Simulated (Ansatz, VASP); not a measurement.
## One calculation of Ca, two programs

The input INCAR:

```
SYSTEM = Ca
ALGO = Fast
EDIFF = 1E-6
ENCUT = 520
GGA = PE
ISIF = 2
ISMEAR = 0
LASPH = .True.
LCHARG = .False.
LREAL = .False.
LWAVE = .False.
NBANDS = 11
NELM = 100
PREC = Accurate
SIGMA = 0.15
```

KPOINTS

```
k-points
0
Gamma
  14 14 14
  0 0 0
```

POSCAR

```
Ca
1.0
    0.0000000000      2.7942000000      2.7942000000
    2.6544900000      0.0000000000      2.7942000000
    2.6544900000      2.7942000000      0.0000000000
Ca
1
Direct
    0.0000000000      0.0000000000      0.0000000000
```

Input for Ansatz:

```yaml
crystal:
  lattice:
    - [0.0, 2.7942, 2.7942]
    - [2.65449, 0.0, 2.7942]
    - [2.65449, 2.7942, 0.0]
  atoms:
    - { symbol: Ca, position: [0.0, 0.0, 0.0] }
basis:
  ecutwfc: 420
kpoints:
  mp_grid: { grid: [14, 14, 14] }
hamiltonian:
  xc: pbe
scf:
  occupations: { method: gaussian, width: 0.15 }
output:
  forces: true
  stress: true
  eigenvalues: true
```

Change from the starting cell: strain -0.0500 x Voigt [1, 0, 0, 0, 0, 0], atoms carried along.

Alike in both runs: task single point; functional PBE; k mesh 14 × 14 × 14; occupations gaussian, width 0.15 eV; no spin polarisation.

|  | VASP | Ansatz |
| --- | --- | --- |
| version | VASP 6.6.1 | Ansatz 0.2.0 |
| potentials or method | VASP PAW PBE potentials, release 64 (Ca_sv), cutoff 520 eV | scalar-relativistic, plane waves, PAW |
| valence electrons in the cell | 10 | 10 |

|  | VASP | Ansatz | Ansatz less VASP |
| --- | --- | --- | --- |
| gap on the k mesh at the Fermi level (eV) | none | none | - |
| pressure (GPa) | 0.3 | 0.3 | 0.00 |
| traceless stress, the component that is largest in VASP (GPa) | 0.20 | 0.20 | 0.000 |

A gap of «none» marks a metal or a gap that the smearing closes.
